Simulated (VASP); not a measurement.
Here is a VASP 6.6.1 calculation.

Contents of INCAR:

```
SYSTEM = SiO2
PREC = Accurate ; ENCUT = 520
EDIFF = 1E-6 ; ISMEAR = -1
SIGMA = 0.02 ; LREAL = .FALSE.
LASPH = .TRUE. ; NELM = 100
ALGO = Normal ; ISIF = 2
LWAVE = .FALSE. ; LCHARG = .FALSE.
GGA = PE ; IBRION = 2
NSW = 80 ; EDIFFG = -0.02
```

File KPOINTS:

```
regular mesh
0
G
  4 4 3
  0 0 0
```

The input POSCAR:

```
SiO2
1.0
    4.9329000000      0.0000000000      0.0000000000
    0.0000000000      4.9329000000      0.0000000000
    0.0000000000      0.0000000000      6.4645000000
Si O
4 8
Direct
    0.8177050000      0.8177050000      0.5000000000
    0.6822950000      0.3177050000      0.2500000000
    0.1822950000      0.1822950000      0.0000000000
    0.3177050000      0.6822950000      0.7500000000
    0.2683400000      0.3645700000      0.8019300000
    0.1354300000      0.7683400000      0.5519300000
    0.7316600000      0.6354300000      0.3019300000
    0.8645700000      0.2316600000      0.0519300000
    0.7683400000      0.1354300000      0.4480700000
    0.6354300000      0.7316600000      0.6980700000
    0.2316600000      0.8645700000      0.9480700000
    0.3645700000      0.2683400000      0.1980700000
```

Potentials or basis: VASP PAW PBE potentials, release 64 (Si, O).

Command:

```sh
$ cat potpaw_PBE.64/Si/POTCAR potpaw_PBE.64/O/POTCAR > POTCAR
$ mpirun -np 1 vasp_std > vasp.out
```

**Question.** Estimate the energy gained by relaxing.

**Answer.** 0.8 meV/atom.

**Question.** Predict the band gap on the k mesh.

**Answer.** 5.66 eV.

Final structure:
```cif
data_structure
_symmetry_space_group_name_H-M 'P 1'
_symmetry_Int_Tables_number 1
_cell_length_a 4.9329
_cell_length_b 4.9329
_cell_length_c 6.4645
_cell_angle_alpha 90.000
_cell_angle_beta 90.000
_cell_angle_gamma 90.000
_cell_volume 157.30
loop_
_atom_site_label
_atom_site_type_symbol
_atom_site_fract_x
_atom_site_fract_y
_atom_site_fract_z
_atom_site_occupancy
Si1 Si 0.81689 0.81689 0.50000 1
Si2 Si 0.68311 0.31689 0.25000 1
Si3 Si 0.18311 0.18311 0.00000 1
Si4 Si 0.31689 0.68311 0.75000 1
O1 O 0.26898 0.36387 0.80004 1
O2 O 0.13613 0.76898 0.55004 1
O3 O 0.73102 0.63613 0.30004 1
O4 O 0.86387 0.23102 0.05004 1
O5 O 0.76898 0.13613 0.44996 1
O6 O 0.63613 0.73102 0.69996 1
O7 O 0.23102 0.86387 0.94996 1
O8 O 0.36387 0.26898 0.19996 1
```
